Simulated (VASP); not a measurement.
Set up this calculation in VASP 6.6.1, as the native input.

| Item | Value |
| --- | --- |
| Task | relaxation of cell and atoms |
| Functional | LDA |
| Potentials or basis | VASP PAW LDA potentials, release 64 (K_sv, F) |
| Cutoff | 600 eV |
| k mesh | 9 × 9 × 9 |
| Occupations | fermi-dirac, width 0.02 eV |
| Spin | no spin polarisation |
| Dipole correction | no |
| Further INCAR settings | ALGO = Normal; EDIFF = 1e-07; IBRION = 2; EDIFFG = -0.005; NSW = 70; ISIF = 3 |

The structure of KF lies in POSCAR:

```
KF
1.0
    3.2589550000      0.0000000000      0.0000000000
    0.0000000000      3.2589550000      0.0000000000
    0.0000000000      0.0000000000      3.2589550000
K F
1 1
Direct
    0.0000000000      0.0000000000      0.0000000000
    0.5000000000      0.5000000000      0.5000000000
```

These files were run (other wordings do the same):

INCAR

```
ALGO = Normal
EDIFF = 1E-7
EDIFFG = -0.005
ENCUT = 600
GGA = CA
GGA_COMPAT = False
IBRION = 2
ISIF = 3
ISMEAR = -1
LASPH = True
LCHARG = False
LREAL = False
LWAVE = False
NELM = 120
NELMIN = 4
NSW = 70
PREC = Accurate
SIGMA = 0.02
```

KPOINTS

```
k-points
0
Gamma
  9 9 9
```

Potentials or basis: VASP PAW LDA potentials, release 64 (K_sv, F).

The run is started by

```bash
$ cat potpaw_LDA.64/K_sv/POTCAR potpaw_LDA.64/F/POTCAR > POTCAR
$ mpirun -np 1 vasp_std > vasp.out
```

Results of the run:

The relaxed volume is 14.72 Å³/atom and the relaxed cell is a = 3.088 Å, b = 3.088 Å, c = 3.088 Å, α = 90.00°, β = 90.00°, γ = 90.00°. The space group after relaxing (to 0.1 Å) is Pm-3m (No. 221), the energy gained by relaxing is 54.8 meV/atom and the ionic steps are 17. The pressure after relaxing is 0.0 GPa. The band gap on the k mesh is 7.17 eV.

Caveat: an odd mesh through Γ misses points on the zone boundary, where band edges can lie.

It took 2.4 min on 1 thread of AMD EPYC 7R43 64-Core Processor (Zen 3) (shared host), peak memory 0.13 GiB.
